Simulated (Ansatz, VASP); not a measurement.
## Rh: VASP beside Ansatz

File INCAR:

```
PREC = Accurate ; ENCUT = 520
EDIFF = 1E-6 ; ISMEAR = 0
SIGMA = 0.15 ; LREAL = F
LASPH = T ; NELM = 80
ALGO = Fast ; ISIF = 2
LWAVE = F ; LCHARG = F
GGA = PS ; NBANDS = 14
```

KPOINTS

```
Automatic mesh
0
Gamma
  22 22 22
```

Contents of POSCAR:

```
Rh
1.0
    0.0000000000      1.9015500000      1.9585965000
    1.9015500000      0.0000000000      1.9585965000
    1.9015500000      1.9015500000      0.0000000000
Rh
1
Direct
    0.0000000000      0.0000000000      0.0000000000
```

Input for Ansatz:

```yaml
crystal:
  lattice:
    - [0.0, 1.90155, 1.9585965]
    - [1.90155, 0.0, 1.9585965]
    - [1.90155, 1.90155, 0.0]
  atoms:
    - { symbol: Rh, position: [0.0, 0.0, 0.0] }
basis:
  ecutwfc: 420
kpoints:
  mp_grid: { grid: [22, 22, 22] }
hamiltonian:
  xc: pbesol
scf:
  occupations: { method: gaussian, width: 0.15 }
output:
  forces: true
  stress: true
  eigenvalues: true
```

Change from the starting cell: strain +0.000 along x and y, +0.030 along z, atoms carried along.

Alike in both runs: task single point; functional PBEsol; k mesh 22 × 22 × 22; occupations gaussian, width 0.15 eV; no spin polarisation.

```csv
,VASP,Ansatz
version,VASP 6.6.1,Ansatz 0.2.0
potentials or method,"VASP PAW PBE potentials, release 64 (Rh_pv), cutoff 520 eV","scalar-relativistic, plane waves, PAW"
valence electrons in the cell,15,17
```

```csv
,VASP,Ansatz,Ansatz less VASP
gap on the k mesh at the Fermi level (eV),none,none,-
pressure (GPa),-12.4,-12.3,+0.12
"traceless stress, the component that is largest in VASP (GPa)",-4.53,-4.55,-0.016
```

VASP's potentials were made for PBE, not for PBEsol. A gap of «none» marks a metal or a gap that the smearing closes. VASP's potentials hold 15 valence electrons a cell and Ansatz's 17, so a difference there can come from the potentials and not from the codes.
